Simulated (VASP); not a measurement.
# NbSb (F-43m) in VASP: further runs

The runs below take NbSb through single point, with PBE.

Everything below comes from runs of VASP 6.6.1. Logs are shortened: lines on timing, memory, paths and dates and some standing lists are left out, and cuts for length are marked.

**1. The cell of the first run**

Symmetry: F-43m, No. 216, cubic system. Conventional cell: a = 5.566 Å, b = 5.566 Å, c = 5.566 Å, α = 90.00°, β = 90.00°, γ = 90.00°. Within 3.2 Å of Nb (site symmetry -43m) lie 4 Sb at 2.41 Å. Sb (site symmetry -43m) has 4 Nb at 2.41 Å within 3.2 Å.

**2. Single point, PBE**

Input file INCAR:

```
ALGO     = Normal         # electronic algorithm
EDIFF    = 1E-6           # SCF threshold, eV
ENCUT    = 520            # plane-wave cutoff, eV
GGA      = PE             # functional
ISIF     = 2              # what is computed and relaxed
ISMEAR   = 0              # smearing method
LASPH    = T              # aspherical terms in the spheres
LCHARG   = T              # write CHGCAR
LELF     = T              # ELF
LREAL    = F              # projectors in reciprocal space
LVHAR    = T            
LWAVE    = F              # write WAVECAR
NBANDS   = 16             # bands
NELM     = 80             # most SCF steps
PREC     = Accurate       # precision mode
SIGMA    = 0.05           # smearing width, eV
```

Input file KPOINTS:

```
k-points
0
Gamma
  6 6 6
```

Input file POSCAR:

```
NbSb
1.0
    0.0000000000      2.7832331309      2.7832331309
    2.7832331309      0.0000000000      2.7832331309
    2.7832331309      2.7832331309      0.0000000000
Nb Sb
1 1
Direct
    0.0000000000      0.0000000000      0.0000000000
    0.2500000000      0.2500000000      0.2500000000
```

Potentials or basis: VASP PAW PBE potentials, release 64 (Nb_sv, Sb).

Run with:

```
> cat potpaw_PBE.64/Nb_sv/POTCAR potpaw_PBE.64/Sb/POTCAR > POTCAR
> mpirun -np 1 vasp_std > vasp.out
```

OUTCAR:

```text
EDIFF = 1E-6
   ENCUT = 520
   GGA = PE
   ISIF = 2
   ISMEAR = 0
   LASPH = T
   LREAL = F
   NELM = 80
   PREC = Accurate

 ion  position               nearest neighbor table
   1  0.000  0.000  0.000-   2 2.41   2 2.41   2 2.41   2 2.41
   2  0.250  0.250  0.250-   1 2.41   1 2.41   1 2.41   1 2.41

  LATTYP: Found a face centered cubic cell.
 ALAT       =     5.5664662618

  Lattice vectors:

 A1 = (   0.0000000000,   2.7832331309,   2.7832331309)
 A2 = (   2.7832331309,   0.0000000000,   2.7832331309)
 A3 = (   2.7832331309,   2.7832331309,   0.0000000000)

Analysis of symmetry for initial positions (statically):
=====================================================================
 Subroutine PRICEL returns:
 Original cell was already a primitive cell.

 Routine SETGRP: Setting up the symmetry group for a
 face centered cubic supercell.

 Subroutine GETGRP returns: Found 24 space group operations
 (whereof 24 operations were pure point group operations)
 out of a pool of 48 trial point group operations.

The static configuration has the point symmetry T_d .

Analysis of symmetry for dynamics (positions and initial velocities):
=====================================================================
 Subroutine PRICEL returns:
 Original cell was already a primitive cell.

 Routine SETGRP: Setting up the symmetry group for a
 face centered cubic supercell.

 Subroutine GETGRP returns: Found 24 space group operations
 (whereof 24 operations were pure point group operations)
 out of a pool of 48 trial point group operations.

The dynamic configuration has the point symmetry T_d .

 Subroutine INISYM returns: Found 24 space group operations
 (whereof 24 operations are pure point group operations),
 and found     1 'primitive' translations

----------------------------------------------------------------------------------------

                                     Primitive cell

  volume of cell :      43.1200

  direct lattice vectors                    reciprocal lattice vectors
     0.000000000  2.783233131  2.783233131    -0.179647186  0.179647186  0.179647186
     2.783233131  0.000000000  2.783233131     0.179647186 -0.179647186  0.179647186
     2.783233131  2.783233131  0.000000000     0.179647186  0.179647186 -0.179647186

  length of vectors
     3.936086041  3.936086041  3.936086041     0.311158054  0.311158054  0.311158054

  position of ions in fractional coordinates (direct lattice)
     0.000000000  0.000000000  0.000000000
     0.250000000  0.250000000  0.250000000

  ion indices of the primitive-cell ions
   primitive index   ion index
                 1           1
                 2           2

----------------------------------------------------------------------------------------

 KPOINTS: k-points

Automatic generation of k-mesh.
 Grid dimensions read from file:
 generate k-points for:    6    6    6

 Generating k-lattice:

  Cartesian coordinates                     Fractional coordinates (reciprocal lattice)
    -0.029941198  0.029941198  0.029941198     0.166666667  0.000000000  0.000000000
     0.029941198 -0.029941198  0.029941198     0.000000000  0.166666667  0.000000000
     0.029941198  0.029941198 -0.029941198     0.000000000  0.000000000  0.166666667

  Length of vectors
     0.051859676  0.051859676  0.051859676

  Shift w.r.t. Gamma in fractional coordinates (k-lattice)
     0.000000000  0.000000000  0.000000000

 Subroutine IBZKPT returns following result:
 ===========================================

 Found     16 irreducible k-points:

 Following reciprocal coordinates:
            Coordinates               Weight
  0.000000  0.000000  0.000000      1.000000
  0.166667  0.000000  0.000000      8.000000
  0.333333  0.000000  0.000000      8.000000
  0.500000  0.000000  0.000000      4.000000
  0.166667  0.166667  0.000000      6.000000
  0.333333  0.166667  0.000000     24.000000
[... 8 lines left out ...]
 -0.333333  0.333333  0.166667     24.000000
 -0.333333  0.500000  0.166667     12.000000
   k-points           NKPTS =     16   k-points in BZ     NKDIM =     16   number of bands    NBANDS=     16
   number of dos      NEDOS =    301   number of ions     NIONS =      2
   total plane-waves  NPLWV =  27000
   dimension x,y,z NGX =    30 NGY =   30 NGZ =   30
   dimension x,y,z NGXF=    60 NGYF=   60 NGZF=   60
   ions per type =               1   1
   NGX,Y,Z   is equivalent  to a cutoff of  12.67, 12.67, 12.67 a.u.
   NGXF,Y,Z  is equivalent  to a cutoff of  25.34, 25.34, 25.34 a.u.
 SYSTEM =  unknown system
   PREC   = accura    normal or accurate (medium, high low for compatibility)
   ISTART =      0    job   : 0-new  1-cont  2-samecut
   ICHARG =      2    charge: 1-file 2-atom 10-const
   ISPIN  =      1    spin polarized calculation?
   LNONCOLLINEAR =      F non collinear calculations
   LSORBIT =      F    spin-orbit coupling
   LASPH  =      T    aspherical Exc in radial PAW
   ENCUT  =  520.0 eV  38.22 Ry    6.18 a.u.   7.32  7.32  7.32*2*pi/ulx,y,z
   NELM   =     80;   NELMIN=  2; NELMDL= -5     # of ELM steps
   EDIFF  = 0.1E-05   stopping-criterion for ELM
   LREAL  =      F    real-space projection
   EDIFFG = 0.1E-04   stopping-criterion for IOM
   NSW    =      0    number of steps for IOM
   IBRION =     -1    ionic relax: 0-MD 1-quasi-New 2-CG
   NFREE  =      0    steps in history (QN), initial steepest desc. (CG)
   ISIF   =      2    stress and relaxation
   ISYM   =      2    0-nonsym 1-usesym 2-fastsym
   POTIM  = 0.5000    time-step for ionic-motion
   TEBEG  =    0.0;   TEEND  =   0.0 temperature during run
   PSTRESS=    0.0 pullay stress
   NELECT =      18.0000    total number of electrons
   NUPDOWN=      -1.0000    fix difference up-down
   EMIN   =  10.00;   EMAX   =-10.00  energy-range for DOS
   EFERMI =   0.00;   METHOD = LEGACY
   ISMEAR =     0;   SIGMA  =   0.05  broadening in eV -4-tet -1-fermi 0-gaus
   EFERMI_NEDOS =   21; number of points for ismear=-14 and -15
   IALGO  =     38    algorithm
   IMIX   =      4    mixing-type and parameters
     AMIX     =   0.40;   BMIX     =  1.00
     AMIX_MAG =   1.60;   BMIX_MAG =  1.00
  volume/ion in A,a.u.               =      21.56       145.49
  Fermi-wavevector in a.u.,A,eV,Ry     =   1.223506  2.312091 20.367470  1.496967
  Thomas-Fermi vector in A             =   2.358614
   LORBIT       =      0    0 simple, 1 ext, 2 COOP (PROOUT), +10 PAW based schemes
   GGA     = PE    functional components
   LHFCALC =     F    Hartree Fock is set to
   AEXX    =    0.0000 exact exchange contribution
   IVDW    =     0    specifies the selected vdW correction
   LEPSILON=     F    determine dielectric tensor
   LRPA    =     F    only Hartree local field effects (RPA)
 non-spin polarized calculation
 Gauss-broadening in eV      SIGMA  =   0.05
  energy-cutoff  :      520.00
  volume of cell :       43.12
 maximum number of plane-waves:      1211
 NGX is ok and might be reduce to    30
   NGX = 15   NGY = 15   NGZ = 15

 number of electron      18.0000000 magnetization

 Free energy of the ion-electron system (eV)
  ---------------------------------------------------
  ext. energy  EPLUGINS =         0.00000000
  ---------------------------------------------------
  free energy    TOTEN  =       -10.19972911 eV

  energy without entropy =      -10.19347293  energy(sigma->0) =      -10.19660102

 E-fermi :   9.9475     XC(G=0): -11.0266

 val. band max:        9.9322260944   @ k =   0.5000   0.1667   0.0000
 cond. band min:       9.9684798345   @ k =   0.0000   0.0000   0.0000
 fundamental gap:      0.0362537401
 Fermi energy:         9.9475294646

 k-point     1 :       0.0000    0.0000    0.0000
  band No.  band energies     occupation
      1     -44.8654      2.00000
      2     -21.0852      2.00000
      3     -21.0852      2.00000
      4     -21.0852      2.00000
      5      -1.5238      2.00000
      6       6.4446      2.00000
[... 8 lines left out ...]
     15      19.6255      0.00000
     16      19.6255      0.00000

 k-point     2 :       0.1667    0.0000    0.0000
  band No.  band energies     occupation
      1     -44.8615      2.00000
      2     -21.1307      2.00000
      3     -21.0922      2.00000
      4     -21.0922      2.00000
      5      -1.1656      2.00000
      6       6.0347      2.00000
[... 8 lines left out ...]
     15      17.8923      0.00000
     16      19.0306      0.00000

 k-point     3 :       0.3333    0.0000    0.0000
  band No.  band energies     occupation
      1     -44.8535      2.00000
      2     -21.2206      2.00000
      3     -21.1062      2.00000
      4     -21.1062      2.00000
      5      -0.3648      2.00000
      6       5.4942      2.00000
[... 8 lines left out ...]
     15      19.3083      0.00000
     16      19.8927      0.00000

 k-point     4 :       0.5000    0.0000    0.0000
  band No.  band energies     occupation
      1     -44.8496      2.00000
      2     -21.2650      2.00000
      3     -21.1132      2.00000
      4     -21.1132      2.00000
      5       0.0874      2.00000
      6       5.3757      2.00000
[... 8 lines left out ...]
     15      20.5874      0.00000
     16      20.5874      0.00000
[... 172 lines left out ...]
 k-point    14 :       0.5000    0.3333    0.1667
  band No.  band energies     occupation
      1     -44.8483      2.00000
      2     -21.2329      2.00000
      3     -21.1510      2.00000
      4     -21.1271      2.00000
      5       0.2163      2.00000
      6       5.3542      2.00000
[... 8 lines left out ...]
     15      18.5309      0.00000
     16      20.2338      0.00000

 k-point    15 :      -0.3333    0.3333    0.1667
  band No.  band energies     occupation
      1     -44.8456      2.00000
      2     -21.2484      2.00000
      3     -21.1646      2.00000
      4     -21.1369      2.00000
      5       0.5322      2.00000
      6       5.6542      2.00000
[... 8 lines left out ...]
     15      19.7110      0.00000
     16      20.8984      0.00000

 k-point    16 :      -0.3333    0.5000    0.1667
  band No.  band energies     occupation
      1     -44.8443      2.00000
      2     -21.2531      2.00000
      3     -21.1638      2.00000
      4     -21.1521      2.00000
      5       0.6912      2.00000
      6       5.1566      2.00000
[... 8 lines left out ...]
     15      18.8912      0.00000
     16      20.5052      0.00000

------------------------ aborting loop because EDIFF is reached ----------------------------------------

  FORCE on cell =-STRESS in cart. coord.  units (eV):
  Direction    XX          YY          ZZ          XY          YZ          ZX
  --------------------------------------------------------------------------------------
  -------------------------------------------------------------------------------------
  Total       14.3454325     14.3454325     14.3454325      0.0000000      0.0000000     -0.0000000
  in kB      533.0224207    533.0224207    533.0224207      0.0000000      0.0000000     -0.0000000
  external PRESSURE =     533.0224207 kB  Pullay stress =       0.0000000 kB

 VOLUME and BASIS-vectors are now :
 -----------------------------------------------------------------------------
  energy-cutoff  :      520.00
  volume of cell :       43.12
      direct lattice vectors                 reciprocal lattice vectors
     0.000000000  2.783233131  2.783233131    -0.179647186  0.179647186  0.179647186
     2.783233131  0.000000000  2.783233131     0.179647186 -0.179647186  0.179647186
     2.783233131  2.783233131  0.000000000     0.179647186  0.179647186 -0.179647186

 POSITION                                       TOTAL-FORCE (eV/Angst)
 -----------------------------------------------------------------------------------
      0.00000      0.00000      0.00000         0.000000     -0.000000     -0.000000
      1.39162      1.39162      1.39162        -0.000000      0.000000      0.000000
 -----------------------------------------------------------------------------------
    total drift:                                0.000000      0.000000      0.000000

  FREE ENERGIE OF THE ION-ELECTRON SYSTEM (eV)
  ---------------------------------------------------
  free  energy   TOTEN  =       -10.1997291080 eV

  energy  without entropy=      -10.1934729308  energy(sigma->0) =      -10.19660102
```

It took 13 s on 1 thread of Intel Xeon Platinum 8488C (Sapphire Rapids), shared host; peak memory 0.17 GiB.

What came out:

```yaml
Free_energy: -10.1997 eV
Pressure: 53.3 GPa
Band_gap_on_the_k_mesh: zero (bands 9 and 10 overlap by 0.53 eV)
```

Levels at points of the mesh, in eV from the Fermi level:
```
           k point  band 5  band 6  band 7  band 8  band 9  band 10  band 11  band 12  band 13  band 14
(0.00, 0.00, 0.00)  -11.47   -3.50   -3.50   -3.50    0.02     0.02     4.47     6.93     6.93     6.93
(0.50, 0.00, 0.00)   -9.86   -4.57   -3.05   -3.05    0.42     0.42     0.91     4.43     4.43     5.14
(0.50, 0.50, 0.00)   -9.25   -5.37   -1.47   -1.47   -1.43     0.57     1.47     1.49     1.49     8.04
```

Caveat: the cell stands under pressure; spin-orbit coupling is left out, which moves the levels of the heavy elements.

**3. Single point, PBE (24.15 Å³/atom)**

This run uses another cell than the first one, of 24.15 Å³/atom.

Input file INCAR:

```
SYSTEM = NbSb
PREC = Accurate ; ENCUT = 520
EDIFF = 1E-6 ; ISMEAR = 0
SIGMA = 0.05 ; LREAL = .False.
LASPH = .True. ; NELM = 80
ALGO = Normal ; ISIF = 2
LWAVE = .False. ; LCHARG = .False.
GGA = PE ; NBANDS = 16
```

Input file KPOINTS:

```
Automatic mesh
0
Gamma
  6 6 6
  0 0 0
```

Input file POSCAR:

```
NbSb
1.0
    0.0000000000      2.8903843233      2.8903843233
    2.8903843233      0.0000000000      2.8903843233
    2.8903843233      2.8903843233      0.0000000000
Nb Sb
1 1
Direct
    0.0000000000      0.0000000000      0.0000000000
    0.2500000000      0.2500000000      0.2500000000
```

Potentials or basis: VASP PAW PBE potentials, release 64 (Nb_sv, Sb).

Run with:

```
> cat potpaw_PBE.64/Nb_sv/POTCAR potpaw_PBE.64/Sb/POTCAR > POTCAR
> mpirun -np 1 vasp_std > vasp.out
```

OUTCAR:

```text
SYSTEM = NbSb
   PREC = Accurate
   ENCUT = 520
   EDIFF = 1E-6
   ISMEAR = 0
   LREAL = .False.
   LASPH = .True.
   NELM = 80
   ISIF = 2
   GGA = PE

 ion  position               nearest neighbor table
   1  0.000  0.000  0.000-   2 2.50   2 2.50   2 2.50   2 2.50
   2  0.250  0.250  0.250-   1 2.50   1 2.50   1 2.50   1 2.50

  LATTYP: Found a face centered cubic cell.
 ALAT       =     5.7807686466

  Lattice vectors:

 A1 = (   0.0000000000,   2.8903843233,   2.8903843233)
[... 478 lines left out ...]

------------------------ aborting loop because EDIFF is reached ----------------------------------------

  FORCE on cell =-STRESS in cart. coord.  units (eV):
  Direction    XX          YY          ZZ          XY          YZ          ZX
  --------------------------------------------------------------------------------------
  -------------------------------------------------------------------------------------
  Total        8.8176014      8.8176014      8.8176014      0.0000000      0.0000000      0.0000000
  in kB      292.5258648    292.5258648    292.5258648      0.0000000      0.0000000      0.0000000
  external PRESSURE =     292.5258648 kB  Pullay stress =       0.0000000 kB

 VOLUME and BASIS-vectors are now :
 -----------------------------------------------------------------------------
  energy-cutoff  :      520.00
  volume of cell :       48.29
      direct lattice vectors                 reciprocal lattice vectors
     0.000000000  2.890384323  2.890384323    -0.172987376  0.172987376  0.172987376
     2.890384323  0.000000000  2.890384323     0.172987376 -0.172987376  0.172987376
     2.890384323  2.890384323  0.000000000     0.172987376  0.172987376 -0.172987376

 POSITION                                       TOTAL-FORCE (eV/Angst)
 -----------------------------------------------------------------------------------
      0.00000      0.00000      0.00000        -0.000000     -0.000000     -0.000000
      1.44519      1.44519      1.44519         0.000000      0.000000      0.000000
 -----------------------------------------------------------------------------------
    total drift:                                0.000000      0.000000      0.000000

  FREE ENERGIE OF THE ION-ELECTRON SYSTEM (eV)
  ---------------------------------------------------
  free  energy   TOTEN  =       -11.5036167505 eV

  energy  without entropy=      -11.4992923695  energy(sigma->0) =      -11.50145456
```

OSZICAR:

```text
N       E                     dE             d eps       ncg     rms          rms(c)
DAV:   1     0.149666196536E+03    0.14967E+03   -0.86726E+03   512   0.105E+03
DAV:   2    -0.455881045276E+01   -0.15423E+03   -0.14795E+03   680   0.342E+02
DAV:   3    -0.115600630991E+02   -0.70013E+01   -0.68794E+01   768   0.625E+01
DAV:   4    -0.119894768832E+02   -0.42941E+00   -0.42829E+00   784   0.143E+01
DAV:   5    -0.119958001517E+02   -0.63233E-02   -0.63230E-02   776   0.166E+00    0.756E+00
DAV:   6    -0.115008315806E+02    0.49497E+00   -0.15773E+00   832   0.106E+01    0.324E+00
DAV:   7    -0.115013977081E+02   -0.56613E-03   -0.85968E-02   624   0.237E+00    0.224E+00
DAV:   8    -0.115039293534E+02   -0.25316E-02   -0.25840E-02   832   0.115E+00    0.135E-01
DAV:   9    -0.115036260134E+02    0.30334E-03   -0.30937E-03   728   0.427E-01    0.120E-01
DAV:  10    -0.115036172242E+02    0.87893E-05   -0.21611E-04   656   0.139E-01    0.409E-02
DAV:  11    -0.115036149868E+02    0.22374E-05   -0.20478E-05   792   0.443E-02    0.143E-02
DAV:  12    -0.115036168990E+02   -0.19122E-05   -0.62902E-06   712   0.220E-02    0.788E-03
DAV:  13    -0.115036167505E+02    0.14845E-06   -0.24168E-07   384   0.529E-03
   1 F= -.11503617E+02 E0= -.11501455E+02  d E =-.432438E-02
```

stdout:

```text
POSCAR found type information on POSCAR NbSb
 POSCAR found :  2 types and       2 ions
 scaLAPACK will be used
 LDA part: xc-table for (Slater+PW92), standard interpolation
 POSCAR, INCAR and KPOINTS ok, starting setup
 FFT: planning ... GRIDC
 FFT: planning ... GRID_SOFT
 FFT: planning ... GRID
 WAVECAR not read
 entering main loop
```

It took 15 s on 1 thread of Intel Xeon Platinum 8488C (Sapphire Rapids), shared host; peak memory 0.17 GiB.

Results:

```yaml
Free_energy: -11.5036 eV
Pressure: 29.3 GPa
Band_gap_on_the_k_mesh: zero (bands 9 and 10 overlap by 0.44 eV)
```

Caveat: the cell stands under pressure; spin-orbit coupling is left out, which moves the levels of the heavy elements.

The gap in the log of VASP goes by the Fermi energy; the results here count the filled bands.